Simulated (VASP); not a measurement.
# HC19O in VASP: further runs, part 3 of 3

VASP 6.6.1. The steps go on from the part before.

## Step 5: Single point, PBEsol, collinear spin, zero start

File INCAR:

```
PREC     = Accurate       # precision mode
ENCUT    = 520            # plane-wave cutoff, eV
EDIFF    = 1E-6           # SCF threshold, eV
ISMEAR   = -1             # smearing method
SIGMA    = 0.05           # smearing width, eV
LREAL    = Auto         
LASPH    = T              # aspherical terms in the spheres
NELM     = 150            # most SCF steps
ALGO     = Normal         # electronic algorithm
ISIF     = 2              # what is computed and relaxed
LWAVE    = F              # write WAVECAR
LCHARG   = F              # write CHGCAR
ISPIN    = 2              # spin polarisation
MAGMOM   = 0 0 0 0 0 0 0 0 0 0 0 0 0 0 0 0 0 0 0 0 0 # initial moments
LORBIT   = 11             # projections on sites
GGA      = PS             # functional
NBANDS   = 62             # bands
```

File KPOINTS:

```
Automatic mesh
0
Gamma
  2 2 1
```

File POSCAR:

```
HC19O
1.0
    7.3980000000      0.0000000000      0.0000000000
   -3.6990000000      6.4068560000      0.0000000000
    0.0000000000      0.0000000000     11.0000000000
C H O
19 1 1
Direct
    0.0013798347      0.0165041949      0.0792921818
    0.2227522518      0.1270676288      0.0825706364
    0.0027455815      0.3504370943      0.0828239091
    0.2251173273      0.4620105400      0.0818900909
    0.0027617941      0.6839596520      0.0777974545
    0.2245785323      0.7944425472      0.0815282727
    0.3316067386      0.0151202087      0.0868909091
    0.5558953270      0.1302467232      0.1072390000
    0.3361489683      0.3509521675      0.0850874545
    0.5599512311      0.4639178717      0.0837962727
    0.3365568337      0.6842304556      0.0828536364
    0.5592153373      0.7962295391      0.0845127273
    0.6695097228      0.0171608352      0.0933539091
    0.8906222413      0.1278368048      0.0845414545
    0.6713826156      0.3547125142      0.0884036364
    0.8920753509      0.4620376984      0.0819272727
    0.6703422494      0.6852303220      0.0797650909
    0.8920931182      0.7948580396      0.0780743636
    0.3531042026      0.2687488216      0.2991430000
    0.4854958491      0.1680801004      0.2270195455
    0.2586165262      0.3106320791      0.3642166364
```

Potentials or basis: VASP PAW PBE potentials, release 64 (C, H, O).

Command:

```
$ cat potpaw_PBE.64/C/POTCAR potpaw_PBE.64/H/POTCAR potpaw_PBE.64/O/POTCAR > POTCAR
$ mpirun -np 1 vasp_std > vasp.out
```

OUTCAR:

```text
PREC = Accurate
   ENCUT = 520
   EDIFF = 1E-6
   ISMEAR = -1
   LREAL = Auto
   LASPH = T
   NELM = 150
   ISIF = 2
   ISPIN = 2
   LORBIT = 11
   GGA = PS

 ion  position               nearest neighbor table
   1  0.001  0.017  0.079-   2 1.42  18 1.42  14 1.42
   2  0.223  0.127  0.083-   7 1.42   1 1.42   9 1.43
   3  0.003  0.350  0.083-  16 1.42   4 1.42  14 1.43
   4  0.225  0.462  0.082-   9 1.42  11 1.42   3 1.42
   5  0.003  0.684  0.078-  18 1.42   6 1.42  16 1.42
   6  0.225  0.794  0.082-   7 1.42   5 1.42  11 1.42
[... 10 lines left out ...]
  17  0.670  0.685  0.080-  10 1.42  18 1.42  12 1.42
  18  0.892  0.795  0.078-   5 1.42   1 1.42  17 1.42
  19  0.353  0.269  0.299-  21 1.15
  20  0.485  0.168  0.227-
  21  0.259  0.311  0.364-  19 1.15

  LATTYP: Found a hexagonal cell.
 ALAT       =     7.3980000000
 C/A-ratio  =     1.4868883482

  Lattice vectors:

 A1 = (   7.3980000000,   0.0000000000,   0.0000000000)
 A2 = (  -3.6990000000,   6.4068560000,   0.0000000000)
 A3 = (   0.0000000000,   0.0000000000,  11.0000000000)

Analysis of symmetry for initial positions (statically):
=====================================================================
 Subroutine PRICEL returns:
 Original cell was already a primitive cell.

 Routine SETGRP: Setting up the symmetry group for a
 hexagonal supercell.

 Subroutine GETGRP returns: Found  1 space group operations
 (whereof  1 operations were pure point group operations)
 out of a pool of 24 trial point group operations.

The static configuration has the point symmetry C_1 .

Analysis of symmetry for dynamics (positions and initial velocities):
=====================================================================
 Subroutine PRICEL returns:
 Original cell was already a primitive cell.

 Routine SETGRP: Setting up the symmetry group for a
 hexagonal supercell.

 Subroutine GETGRP returns: Found  1 space group operations
 (whereof  1 operations were pure point group operations)
 out of a pool of 24 trial point group operations.

The dynamic configuration has the point symmetry C_1 .

Analysis of structural, dynamic, and magnetic symmetry:
=====================================================================
 Subroutine PRICEL returns:
 Original cell was already a primitive cell.

 Routine SETGRP: Setting up the symmetry group for a
 hexagonal supercell.

 Subroutine GETGRP returns: Found  1 space group operations
 (whereof  1 operations were pure point group operations)
 out of a pool of 24 trial point group operations.

The overall configuration has the point symmetry C_1 .

 Subroutine INISYM returns: Found  1 space group operations
 (whereof  1 operations are pure point group operations),
 and found     1 'primitive' translations

----------------------------------------------------------------------------------------

                                     Primitive cell

  volume of cell :     521.3771

  direct lattice vectors                    reciprocal lattice vectors
     7.398000000  0.000000000  0.000000000     0.135171668  0.078041398  0.000000000
[... 111 lines left out ...]
   POTIM  = 0.5000    time-step for ionic-motion
   TEBEG  =    0.0;   TEEND  =   0.0 temperature during run
   PSTRESS=    0.0 pullay stress
   NELECT =      83.0000    total number of electrons
   NUPDOWN=      -1.0000    fix difference up-down
   EMIN   =  10.00;   EMAX   =-10.00  energy-range for DOS
   EFERMI =   0.00;   METHOD = LEGACY
   ISMEAR =    -1;   SIGMA  =   0.05  broadening in eV -4-tet -1-fermi 0-gaus
   EFERMI_NEDOS =   21; number of points for ismear=-14 and -15
   IALGO  =     38    algorithm
   IMIX   =      4    mixing-type and parameters
     AMIX     =   0.40;   BMIX     =  1.00
     AMIX_MAG =   1.60;   BMIX_MAG =  1.00
  volume/ion in A,a.u.               =      24.83       167.54
  Fermi-wavevector in a.u.,A,eV,Ry     =   0.887259  1.676676 10.710884  0.787228
  Thomas-Fermi vector in A             =   2.008533
   LORBIT       =     11    0 simple, 1 ext, 2 COOP (PROOUT), +10 PAW based schemes
   GGA     = PS    functional components
   LHFCALC =     F    Hartree Fock is set to
   AEXX    =    0.0000 exact exchange contribution
   IVDW    =     0    specifies the selected vdW correction
   LEPSILON=     F    determine dielectric tensor
   LRPA    =     F    only Hartree local field effects (RPA)
 spin polarized calculation
  energy-cutoff  :      520.00
  volume of cell :      521.38
 maximum number of plane-waves:     14099
 NGX is ok and might be reduce to    56
   NGX = 27   NGY = 27   NGZ = 41

 number of electron      82.9999997 magnetization       0.0000000

 number of electron      82.9999997 magnetization      -0.0000000

 Free energy of the ion-electron system (eV)
  ---------------------------------------------------
  ext. energy  EPLUGINS =         0.00000000
  ---------------------------------------------------
  free energy    TOTEN  =      -189.80813045 eV

  energy without entropy =     -189.80770777  energy(sigma->0) =     -189.80791911

 E-fermi :  -0.7498     XC(G=0):  -4.4918

 val. band max:       -1.1042276529   @ k =   0.0000   0.0000   0.0000
 cond. band min:      -0.3945433865   @ k =   0.5000  -0.0000   0.0000
 fundamental gap:      0.7096842664
 Fermi energy:        -0.7498036021

 spin component 1

 k-point     1 :       0.0000    0.0000    0.0000
  band No.  band energies     occupation
      1     -26.3388      1.00000
      2     -20.6106      1.00000
      3     -18.2409      1.00000
      4     -18.0535      1.00000
      5     -18.0243      1.00000
      6     -17.9188      1.00000
[... 213 lines left out ...]
     52       4.1835      0.00000
     53       4.3174      0.00000
 Fermi energy:        -0.7498036021

 spin component 2

 k-point     1 :       0.0000    0.0000    0.0000
  band No.  band energies     occupation
      1     -26.3388      1.00000
      2     -20.6106      1.00000
      3     -18.2409      1.00000
      4     -18.0535      1.00000
      5     -18.0243      1.00000
      6     -17.9188      1.00000
[... 213 lines left out ...]
     52       4.1835      0.00000
     53       4.3174      0.00000
 [bands above 53 left out]

------------------------ aborting loop because EDIFF is reached ----------------------------------------

  FORCE on cell =-STRESS in cart. coord.  units (eV):
  Direction    XX          YY          ZZ          XY          YZ          ZX
  --------------------------------------------------------------------------------------
  -------------------------------------------------------------------------------------
  Total       -1.8851836      0.2002677     -1.9134241      1.4874996     -0.9118261      2.4128333
  in kB       -5.7931166      0.6154171     -5.8798987      4.5710446     -2.8020161      7.4145693
  external PRESSURE =      -3.6858661 kB  Pullay stress =       0.0000000 kB

 VOLUME and BASIS-vectors are now :
 -----------------------------------------------------------------------------
  energy-cutoff  :      520.00
  volume of cell :      521.38
      direct lattice vectors                 reciprocal lattice vectors
     7.398000000  0.000000000  0.000000000     0.135171668  0.078041398  0.000000000
    -3.699000000  6.406856000  0.000000000     0.000000000  0.156082796  0.000000000
     0.000000000  0.000000000 11.000000000     0.000000000  0.000000000  0.090909091

 POSITION                                       TOTAL-FORCE (eV/Angst)
 -----------------------------------------------------------------------------------
     -0.05084      0.10574      0.87221        -0.078024      0.019396      0.027947
      1.17790      0.81410      0.90828        -0.075965      0.019205     -0.033770
     -1.27595      2.24520      0.91106        -0.063061      0.021493      0.065361
     -0.04356      2.96004      0.90079        -0.054099      0.022314     -0.019859
     -2.50953      4.38203      0.85577        -0.063018      0.014888      0.066795
     -1.27721      5.08988      0.89681        -0.062969      0.015820      0.046768
[... 13 lines left out ...]
      2.96997      1.07686      2.49722         0.332003     -0.083766     -0.606638
      0.76422      1.99017      4.00638        -0.181511      0.016445      0.314629
 -----------------------------------------------------------------------------------
    total drift:                               -0.005120     -0.004583     -0.017475

  FREE ENERGIE OF THE ION-ELECTRON SYSTEM (eV)
  ---------------------------------------------------
  free  energy   TOTEN  =      -189.8081304530 eV

  energy  without entropy=     -189.8077077699  energy(sigma->0) =     -189.80791911

 total charge

# of ion       s       p       d       tot
------------------------------------------
    1        0.856   1.796   0.000   2.652
    2        0.858   1.791   0.000   2.649
    3        0.857   1.778   0.000   2.636
    4        0.856   1.788   0.000   2.644
    5        0.857   1.791   0.000   2.648
    6        0.856   1.798   0.000   2.654
[... 13 lines left out ...]
   20        0.385   0.025   0.000   0.410
   21        1.620   3.527   0.000   5.147
--------------------------------------------------
tot         18.403  37.130   0.000  55.533

 magnetization (x)

# of ion       s       p       d       tot
------------------------------------------
    1        0.000   0.000   0.000   0.000
    2        0.000  -0.000   0.000  -0.000
    3        0.000   0.000   0.000   0.000
    4        0.000  -0.000   0.000  -0.000
    5       -0.000  -0.000   0.000  -0.000
    6       -0.000  -0.000   0.000  -0.000
[... 13 lines left out ...]
   20       -0.000  -0.000   0.000  -0.000
   21       -0.000  -0.000   0.000  -0.000
--------------------------------------------------
tot          0.000  -0.000   0.000  -0.000
```

Wall time 4.6 min (1 thread of Intel Xeon 6975P-C (Granite Rapids), shared host); peak memory 0.82 GiB.

What came out:

```yaml
Free_energy: -189.8081 eV
Largest_force: 1.340 eV/Å
Net_moment: 0.00 μB per cell
Valence_electrons_inside_the_program's_atomic_spheres: C 2.65, 2.64, 2.63, 2.59, 2.62, 2.47 (each value once); H 0.41; O 5.15
```

Forces in eV/Å, atoms in the order of the input:
```
C   -0.078  0.019  0.028
C   -0.076  0.019 -0.034
C   -0.063  0.021  0.065
C   -0.054  0.022 -0.020
C   -0.063  0.015  0.067
C   -0.063  0.016  0.047
C   -0.067  0.004 -0.040
C   -0.087  0.024  0.179
C   -0.052  0.022 -0.083
C   -0.070  0.037  0.015
C   -0.052  0.023  0.055
C   -0.068  0.031  0.138
C   -0.069  0.021  0.267
C   -0.076  0.020  0.142
C   -0.055  0.039  0.046
C   -0.062  0.027  0.090
C   -0.069  0.039  0.046
C   -0.067  0.019  0.049
C    1.041 -0.352 -0.767
H    0.332 -0.084 -0.607
O   -0.182  0.016  0.315
```

Levels at points of the mesh, in eV from the Fermi level:
Spin up:
| k point | band 37 | band 38 | band 39 | band 40 | band 41 | band 42 | band 43 | band 44 | band 45 | band 46 |
| --- | --- | --- | --- | --- | --- | --- | --- | --- | --- | --- |
| (0.00, 0.00, 0.00) | -4.37 | -3.33 | -3.32 | -1.43 | -0.51 | -0.45 | -0.35 | 1.25 | 1.53 | 2.25 |
| (0.50, 0.00, 0.00) | -3.81 | -3.12 | -3.00 | -2.87 | -2.71 | 0.36 | 0.87 | 1.23 | 1.76 | 2.11 |
| (0.00, 0.50, 0.00) | -3.79 | -3.13 | -3.00 | -2.87 | -2.71 | 0.44 | 0.91 | 1.09 | 1.84 | 2.05 |
| (0.50, 0.50, 0.00) | -4.05 | -3.09 | -2.94 | -2.90 | -2.70 | 0.55 | 1.02 | 1.27 | 1.43 | 2.12 |
Spin down:
| k point | band 38 | band 39 | band 40 | band 41 | band 42 | band 43 | band 44 | band 45 |
| --- | --- | --- | --- | --- | --- | --- | --- | --- |
| (0.00, 0.00, 0.00) | -3.33 | -3.32 | -1.43 | -0.51 | -0.45 | -0.35 | 1.25 | 1.53 |
| (0.50, 0.00, 0.00) | -3.12 | -3.00 | -2.87 | -2.71 | 0.36 | 0.87 | 1.23 | 1.76 |
| (0.00, 0.50, 0.00) | -3.13 | -3.00 | -2.87 | -2.71 | 0.44 | 0.91 | 1.09 | 1.84 |
| (0.50, 0.50, 0.00) | -3.09 | -2.94 | -2.90 | -2.70 | 0.55 | 1.02 | 1.27 | 1.43 |

Caveat: the k points lie up to 0.49 Å⁻¹ apart; there is no dipole correction, which matters where the two faces differ; no moment was typed at the start, so none could form; the PAW data sets were made with another functional, which shifts forces and pressure a little.

## Step 6: The runs side by side

| cell | gap on the mesh (eV) | moment (μB) | largest force (eV/Å) |
| --- | --- | --- | --- |
| as given, atomic positions A | none | 0.00 | 0.70 |
| as given, atomic positions B | none | 0.00 | 1.63 |
| as given, atomic positions C | none | 0.00 | 2.07 |
| as given, atomic positions D | none | 0.00 | 1.34 |

Alike in all rows: task single point; level PBEsol; potentials or basis VASP PAW PBE potentials, release 64 (C, H, O); spin collinear, zero start; k mesh 2 × 2 × 1; cutoff (eV) 520; smearing fermi-dirac 0.05 eV.

Caveats: all runs use coarse meshes; there is no dipole correction, which matters where the two faces differ; no moment was typed at the start, so none could form; the PAW data sets were made with another functional, which shifts forces and pressure a little.

Total energies depend on the potentials used, so only differences within one code and one set of settings carry meaning.

The gap in the log of VASP goes by the Fermi energy; the results here count the filled bands.